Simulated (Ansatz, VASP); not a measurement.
**One calculation of TaC, two programs**

```
Ta C
1.0
     0.00000    2.23775    2.23775
     2.23775    0.00000    2.23775
     2.23775    2.23775    0.00000
Ta C
1 1
Direct
  0.00000 0.00000 0.00000
  0.50000 0.50000 0.50000
```

Alike in both runs: functional PBE; k mesh 13 × 13 × 13; occupations fermi-dirac, width 0.1 eV; no spin polarisation.

Ansatz relaxed the structure, and its values are those at the end. VASP's run is a single point on that final structure, the one shown.

```csv
,VASP,Ansatz
version,VASP 6.6.1,Ansatz 0.2.0
potentials or method,"VASP PAW PBE potentials, release 64 (Ta_pv, C), cutoff 600 eV","plane waves, PAW"
valence electrons in the cell,15,17
```

Ansatz gave:

```
pressure (GPa) : 0.0
```

**Question.** Which values does VASP return?

**Answer.** Pressure (GPa): 0.6.

VASP's potentials hold 15 valence electrons a cell and Ansatz's 17, so a difference there can come from the potentials and not from the codes.

Spin-orbit coupling is off throughout.
